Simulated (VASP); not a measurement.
# HfO2 (Fm-3m) in VASP: notebook

HfO2 is run at these levels: LDA, PBE; tasks: single point.

All numbers are computed with VASP 6.6.1; they aren't measurements. Logs are shortened: lines on timing, memory, paths and dates and some standing lists are left out, and cuts for length are marked.

### Step 1. The cell of the first run

The structure is cubic, space group Fm-3m (No. 225). Conventional cell: a = 5.058 Å, b = 5.058 Å, c = 5.058 Å, α = 90.00°, β = 90.00°, γ = 90.00°. Within 2.9 Å of Hf (site symmetry m-3m) lie 8 O at 2.19 Å. O (site symmetry -43m) has 4 Hf at 2.19 Å and 6 O at 2.53 Å within 2.9 Å.

### Step 2. Single point, LDA

The input, INCAR:

```
SYSTEM = HfO2
ALGO = Normal
EDIFF = 1E-6
ENCUT = 600
GGA_COMPAT = .FALSE.
ISIF = 2
ISMEAR = 0
LASPH = .TRUE.
LCHARG = .TRUE.
LELF = .TRUE.
LREAL = .FALSE.
LVHAR = .TRUE.
LWAVE = .FALSE.
NBANDS = 18
NELM = 120
PREC = Accurate
SIGMA = 0.01
```

The input, KPOINTS:

```
k-points
0
G
  4 4 4
  0 0 0
```

The input, POSCAR:

```
HfO2
1.0
    0.0000000000      2.5291823194      2.5291823194
    2.5291823194      0.0000000000      2.5291823194
    2.5291823194      2.5291823194      0.0000000000
Hf O
1 2
Direct
    0.0000000000      0.0000000000      0.0000000000
    0.2500000000      0.2500000000      0.2500000000
    0.7500000000      0.7500000000      0.7500000000
```

Potentials or basis: VASP PAW LDA potentials, release 64 (Hf_pv, O).

The run is started by

```
> cat potpaw_LDA.64/Hf_pv/POTCAR potpaw_LDA.64/O/POTCAR > POTCAR
> mpirun -np 1 vasp_std > vasp.out
```

OUTCAR:

```text
SYSTEM = HfO2
   EDIFF = 1E-6
   ENCUT = 600
   ISIF = 2
   ISMEAR = 0
   LASPH = .TRUE.
   LREAL = .FALSE.
   NELM = 120
   PREC = Accurate

 ion  position               nearest neighbor table
   1  0.000  0.000  0.000-   3 2.19   3 2.19   3 2.19   2 2.19   2 2.19   2 2.19   3 2.19   2 2.19

   2  0.250  0.250  0.250-   1 2.19   1 2.19   1 2.19   1 2.19
   3  0.750  0.750  0.750-   1 2.19   1 2.19   1 2.19   1 2.19

  LATTYP: Found a face centered cubic cell.
 ALAT       =     5.0583646388

  Lattice vectors:

 A1 = (   0.0000000000,   2.5291823194,   2.5291823194)
 A2 = (   2.5291823194,   0.0000000000,   2.5291823194)
 A3 = (   2.5291823194,   2.5291823194,   0.0000000000)

Analysis of symmetry for initial positions (statically):
=====================================================================
 Subroutine PRICEL returns:
 Original cell was already a primitive cell.

 Routine SETGRP: Setting up the symmetry group for a
 face centered cubic supercell.

 Subroutine GETGRP returns: Found 48 space group operations
 (whereof 48 operations were pure point group operations)
 out of a pool of 48 trial point group operations.

The static configuration has the point symmetry O_h .

Analysis of symmetry for dynamics (positions and initial velocities):
=====================================================================
 Subroutine PRICEL returns:
 Original cell was already a primitive cell.

 Routine SETGRP: Setting up the symmetry group for a
 face centered cubic supercell.

 Subroutine GETGRP returns: Found 48 space group operations
 (whereof 48 operations were pure point group operations)
 out of a pool of 48 trial point group operations.

The dynamic configuration has the point symmetry O_h .

 Subroutine INISYM returns: Found 48 space group operations
 (whereof 48 operations are pure point group operations),
 and found     1 'primitive' translations

----------------------------------------------------------------------------------------

                                     Primitive cell

  volume of cell :      32.3572

  direct lattice vectors                    reciprocal lattice vectors
     0.000000000  2.529182319  2.529182319    -0.197692351  0.197692351  0.197692351
     2.529182319  0.000000000  2.529182319     0.197692351 -0.197692351  0.197692351
     2.529182319  2.529182319  0.000000000     0.197692351  0.197692351 -0.197692351

  length of vectors
     3.576803938  3.576803938  3.576803938     0.342413197  0.342413197  0.342413197

  position of ions in fractional coordinates (direct lattice)
     0.000000000  0.000000000  0.000000000
     0.250000000  0.250000000  0.250000000
     0.750000000  0.750000000  0.750000000

  ion indices of the primitive-cell ions
   primitive index   ion index
                 1           1
                 2           2
                 3           3

----------------------------------------------------------------------------------------

 KPOINTS: k-points

Automatic generation of k-mesh.
 Grid dimensions read from file:
 generate k-points for:    4    4    4

 Generating k-lattice:

  Cartesian coordinates                     Fractional coordinates (reciprocal lattice)
    -0.049423088  0.049423088  0.049423088     0.250000000  0.000000000  0.000000000
     0.049423088 -0.049423088  0.049423088     0.000000000  0.250000000  0.000000000
     0.049423088  0.049423088 -0.049423088     0.000000000  0.000000000  0.250000000

  Length of vectors
     0.085603299  0.085603299  0.085603299

  Shift w.r.t. Gamma in fractional coordinates (k-lattice)
     0.000000000  0.000000000  0.000000000

 Subroutine IBZKPT returns following result:
 ===========================================

 Found      8 irreducible k-points:

 Following reciprocal coordinates:
            Coordinates               Weight
  0.000000  0.000000  0.000000      1.000000
  0.250000  0.000000  0.000000      8.000000
  0.500000  0.000000  0.000000      4.000000
  0.250000  0.250000  0.000000      6.000000
  0.500000  0.250000  0.000000     24.000000
 -0.250000  0.250000  0.000000     12.000000
  0.500000  0.500000  0.000000      3.000000
 -0.250000  0.500000  0.250000      6.000000
   k-points           NKPTS =      8   k-points in BZ     NKDIM =      8   number of bands    NBANDS=     18
   number of dos      NEDOS =    301   number of ions     NIONS =      3
   total plane-waves  NPLWV =  27000
   dimension x,y,z NGX =    30 NGY =   30 NGZ =   30
   dimension x,y,z NGXF=    60 NGYF=   60 NGZF=   60
   ions per type =               1   2
   NGX,Y,Z   is equivalent  to a cutoff of  13.94, 13.94, 13.94 a.u.
   NGXF,Y,Z  is equivalent  to a cutoff of  27.89, 27.89, 27.89 a.u.
 SYSTEM =  HfO2
   PREC   = accura    normal or accurate (medium, high low for compatibility)
   ISTART =      0    job   : 0-new  1-cont  2-samecut
   ICHARG =      2    charge: 1-file 2-atom 10-const
   ISPIN  =      1    spin polarized calculation?
   LNONCOLLINEAR =      F non collinear calculations
   LSORBIT =      F    spin-orbit coupling
   LASPH  =      T    aspherical Exc in radial PAW
   ENCUT  =  600.0 eV  44.10 Ry    6.64 a.u.   7.14  7.14  7.14*2*pi/ulx,y,z
   NELM   =    120;   NELMIN=  2; NELMDL= -5     # of ELM steps
   EDIFF  = 0.1E-05   stopping-criterion for ELM
   LREAL  =      F    real-space projection
   EDIFFG = 0.1E-04   stopping-criterion for IOM
   NSW    =      0    number of steps for IOM
   IBRION =     -1    ionic relax: 0-MD 1-quasi-New 2-CG
   NFREE  =      0    steps in history (QN), initial steepest desc. (CG)
   ISIF   =      2    stress and relaxation
   ISYM   =      2    0-nonsym 1-usesym 2-fastsym
   POTIM  = 0.5000    time-step for ionic-motion
   TEBEG  =    0.0;   TEEND  =   0.0 temperature during run
   PSTRESS=    0.0 pullay stress
   NELECT =      22.0000    total number of electrons
   NUPDOWN=      -1.0000    fix difference up-down
   EMIN   =  10.00;   EMAX   =-10.00  energy-range for DOS
   EFERMI =   0.00;   METHOD = LEGACY
   ISMEAR =     0;   SIGMA  =   0.01  broadening in eV -4-tet -1-fermi 0-gaus
   EFERMI_NEDOS =   21; number of points for ismear=-14 and -15
   IALGO  =     38    algorithm
   IMIX   =      4    mixing-type and parameters
     AMIX     =   0.40;   BMIX     =  1.00
     AMIX_MAG =   1.60;   BMIX_MAG =  1.00
  volume/ion in A,a.u.               =      10.79        72.79
  Fermi-wavevector in a.u.,A,eV,Ry     =   1.439546  2.720348 28.195259  2.072293
  Thomas-Fermi vector in A             =   2.558390
   LORBIT       =      0    0 simple, 1 ext, 2 COOP (PROOUT), +10 PAW based schemes
   GGA     = CA    functional components
   LHFCALC =     F    Hartree Fock is set to
   AEXX    =    0.0000 exact exchange contribution
   IVDW    =     0    specifies the selected vdW correction
   LEPSILON=     F    determine dielectric tensor
   LRPA    =     F    only Hartree local field effects (RPA)
 non-spin polarized calculation
 Gauss-broadening in eV      SIGMA  =   0.01
  energy-cutoff  :      600.00
  volume of cell :       32.36
 maximum number of plane-waves:      1106
 NGX is ok and might be reduce to    30
   NGX = 15   NGY = 15   NGZ = 15

 number of electron      21.9999998 magnetization

 Free energy of the ion-electron system (eV)
  ---------------------------------------------------
  ext. energy  EPLUGINS =         0.00000000
  ---------------------------------------------------
  free energy    TOTEN  =       -33.02201727 eV

  energy without entropy =      -33.02201727  energy(sigma->0) =      -33.02201727

 E-fermi :   4.1751     XC(G=0): -12.3485

 val. band max:        4.1121154385   @ k =   0.5000   0.5000   0.0000
 cond. band min:       7.7253713360   @ k =   0.5000   0.5000   0.0000
 fundamental gap:      3.6132558975
 Fermi energy:         4.1751040378

 k-point     1 :       0.0000    0.0000    0.0000
  band No.  band energies     occupation
      1     -25.3495      2.00000
      2     -25.3495      2.00000
      3     -25.3495      2.00000
      4     -14.4041      2.00000
      5     -11.2082      2.00000
      6      -1.3375      2.00000
[... 10 lines left out ...]
     17      14.5650      0.00000
     18      16.7560      0.00000

 k-point     2 :       0.2500    0.0000    0.0000
  band No.  band energies     occupation
      1     -25.5893      2.00000
      2     -25.3764      2.00000
      3     -25.3764      2.00000
      4     -13.6669      2.00000
      5     -11.7543      2.00000
      6      -0.8072      2.00000
[... 10 lines left out ...]
     17      13.8007      0.00000
     18      16.5733      0.00000

 k-point     3 :       0.5000    0.0000    0.0000
  band No.  band energies     occupation
      1     -25.8110      2.00000
      2     -25.4030      2.00000
      3     -25.4030      2.00000
      4     -13.1174      2.00000
      5     -11.9360      2.00000
      6      -0.2981      2.00000
[... 10 lines left out ...]
     17      13.4974      0.00000
     18      16.4984      0.00000

 k-point     4 :       0.2500    0.2500    0.0000
  band No.  band energies     occupation
      1     -25.6057      2.00000
      2     -25.4162      2.00000
      3     -25.4162      2.00000
      4     -13.3495      2.00000
      5     -11.9687      2.00000
      6      -0.6453      2.00000
[... 10 lines left out ...]
     17      13.2065      0.00000
     18      16.7329      0.00000

 k-point     5 :       0.5000    0.2500    0.0000
  band No.  band energies     occupation
      1     -25.7470      2.00000
      2     -25.5260      2.00000
      3     -25.4429      2.00000
      4     -12.6517      2.00000
      5     -12.2211      2.00000
      6      -1.2797      2.00000
[... 10 lines left out ...]
     17      15.0907      0.00000
     18      16.7223      0.00000

 k-point     6 :      -0.2500    0.2500    0.0000
  band No.  band energies     occupation
      1     -25.6815      2.00000
      2     -25.5410      2.00000
      3     -25.4033      2.00000
      4     -12.8805      2.00000
      5     -12.1597      2.00000
      6      -0.9476      2.00000
[... 10 lines left out ...]
     17      14.8335      0.00000
     18      16.7065      0.00000

 k-point     7 :       0.5000    0.5000    0.0000
  band No.  band energies     occupation
      1     -25.8357      2.00000
      2     -25.4823      2.00000
      3     -25.4823      2.00000
      4     -12.5748      2.00000
      5     -12.1076      2.00000
      6      -2.5080      2.00000
[... 10 lines left out ...]
     17      16.7343      0.00000
     18      17.2729      0.00000

 k-point     8 :      -0.2500    0.5000    0.2500
  band No.  band energies     occupation
      1     -25.6628      2.00000
      2     -25.6628      2.00000
      3     -25.4847      2.00000
      4     -12.3348      2.00000
      5     -12.3348      2.00000
      6      -1.2852      2.00000
[... 10 lines left out ...]
     17      16.7327      0.00000
     18      16.8338      0.00000

------------------------ aborting loop because EDIFF is reached ----------------------------------------

  FORCE on cell =-STRESS in cart. coord.  units (eV):
  Direction    XX          YY          ZZ          XY          YZ          ZX
  --------------------------------------------------------------------------------------
  -------------------------------------------------------------------------------------
  Total       -2.4788941     -2.4788941     -2.4788941     -0.0000000     -0.0000000      0.0000000
  in kB     -122.7434023   -122.7434023   -122.7434023     -0.0000000     -0.0000000      0.0000000
  external PRESSURE =    -122.7434023 kB  Pullay stress =       0.0000000 kB

 VOLUME and BASIS-vectors are now :
 -----------------------------------------------------------------------------
  energy-cutoff  :      600.00
  volume of cell :       32.36
      direct lattice vectors                 reciprocal lattice vectors
     0.000000000  2.529182319  2.529182319    -0.197692351  0.197692351  0.197692351
     2.529182319  0.000000000  2.529182319     0.197692351 -0.197692351  0.197692351
     2.529182319  2.529182319  0.000000000     0.197692351  0.197692351 -0.197692351

 POSITION                                       TOTAL-FORCE (eV/Angst)
 -----------------------------------------------------------------------------------
      0.00000      0.00000      0.00000        -0.000000     -0.000000      0.000000
      1.26459      1.26459      1.26459        -0.000000     -0.000000      0.000000
      3.79377      3.79377      3.79377         0.000000      0.000000     -0.000000
 -----------------------------------------------------------------------------------
    total drift:                                0.000000     -0.000000      0.000000

  FREE ENERGIE OF THE ION-ELECTRON SYSTEM (eV)
  ---------------------------------------------------
  free  energy   TOTEN  =       -33.0220172748 eV

  energy  without entropy=      -33.0220172748  energy(sigma->0) =      -33.02201727
```

Run time: 14 s. Hardware: 1 thread of Intel Xeon 8259CL, shared host; peak memory 0.15 GiB.

Results:

| Property | Result |
| --- | --- |
| Free energy | -33.0220 eV |
| Pressure | -12.3 GPa |
| Band gap on the k mesh | 3.61 eV, direct |

Caveat: the k points lie up to 0.54 Å⁻¹ apart; spin-orbit coupling is left out, which moves the levels of the heavy elements.

### Step 3. Single point, PBE

The input, INCAR:

```
PREC = Accurate ; ENCUT = 600
EDIFF = 1E-6 ; ISMEAR = 0
SIGMA = 0.01 ; LREAL = F
LASPH = T ; NELM = 120
ALGO = Normal ; ISIF = 2
LWAVE = F ; LCHARG = F
GGA = PE ; NBANDS = 18
GGA_COMPAT = F
```

The input, KPOINTS:

```
regular mesh
0
Gamma
  5 5 5
```

POSCAR is that of step 2.

Potentials or basis: VASP PAW PBE potentials, release 64 (Hf_pv, O).

The run is started by

```
> cat potpaw_PBE.64/Hf_pv/POTCAR potpaw_PBE.64/O/POTCAR > POTCAR
> mpirun -np 1 vasp_std > vasp.out
```

It took 21 s on 1 thread of Intel Xeon 8259CL, shared host; peak memory 0.17 GiB.

Results (log left out):

* Free energy: -30.2515 eV
* Pressure: 1.9 GPa
* Band gap on the k mesh: 4.10 eV, indirect (least direct gap 4.45 eV)

Levels at points of the mesh, in eV from the valence-band top:
```tsv
k point	band 7	band 8	band 9	band 10	band 11	band 12	band 13	band 14	band 15	band 16
(0.00, 0.00, 0.00)	-5.19	-5.19	-0.41	-0.41	-0.41	4.10	4.10	6.09	10.71	10.71
```

Caveat: the k points lie up to 0.43 Å⁻¹ apart; spin-orbit coupling is left out, which moves the levels of the heavy elements. PBE gaps usually lie below the measured ones, often by a third to a half.

### Step 4. Single point, PBE

The input, INCAR:

```
SYSTEM = HfO2
PREC = Accurate
ENCUT = 600
EDIFF = 1E-6
ISMEAR = 1
SIGMA = 0.5
LREAL = .FALSE.
LASPH = .TRUE.
NELM = 120
ALGO = Normal
ISIF = 2
LWAVE = .FALSE.
LCHARG = .TRUE.
GGA = PE
LELF = .TRUE.
LVHAR = .TRUE.
NBANDS = 18
GGA_COMPAT = .FALSE.
```

The input, KPOINTS:

```
regular mesh
0
G
  6 6 6
  0 0 0
```

POSCAR is that of step 3.

The run is started by

```
> cat potpaw_PBE.64/Hf_pv/POTCAR potpaw_PBE.64/O/POTCAR > POTCAR
> mpirun -np 1 vasp_std > vasp.out
```

Run time: 31 s. Hardware: 1 thread of Intel Xeon 8259CL, shared host; peak memory 0.17 GiB.

The run converged. Its results:

* Free energy: -30.2463 eV
* Pressure: 1.8 GPa
* Band gap on the k mesh: 3.83 eV, direct

Levels at points of the mesh, in eV from the valence-band top:
```tsv
k point	band 7	band 8	band 9	band 10	band 11	band 12	band 13	band 14	band 15	band 16
(0.00, 0.00, 0.00)	-5.38	-5.38	-0.61	-0.61	-0.61	3.90	3.90	5.90	10.51	10.51
(0.50, 0.00, 0.00)	-4.34	-3.05	-2.74	-1.84	-1.84	4.64	4.64	7.06	9.09	9.46
(0.50, 0.50, 0.00)	-3.48	-3.48	-1.54	-1.54	0.00	3.83	5.55	6.70	8.23	8.23
```

Caveat: spin-orbit coupling is left out, which moves the levels of the heavy elements. A k mesh can miss the band edges.

### Step 5. The runs side by side

```csv
level,potentials or basis,k mesh,smearing,gap on the mesh (eV),pressure (GPa)
LDA,"VASP PAW LDA potentials, release 64 (Hf_pv, O)",4 × 4 × 4,gaussian 0.01 eV,3.61,-12.3
PBE,"VASP PAW PBE potentials, release 64 (Hf_pv, O)",5 × 5 × 5,gaussian 0.01 eV,4.10,1.9
PBE,"VASP PAW PBE potentials, release 64 (Hf_pv, O)",6 × 6 × 6,methfessel-paxton 0.5 eV,3.83,1.8
```

Alike in all rows: task single point; no spin polarisation; cell as given; cutoff (eV) 600.

Caveats: some runs use coarse meshes; spin-orbit coupling is left out, which moves the levels of the heavy elements.

Total energies depend on the potentials used, so only differences within one code and one set of settings carry meaning.
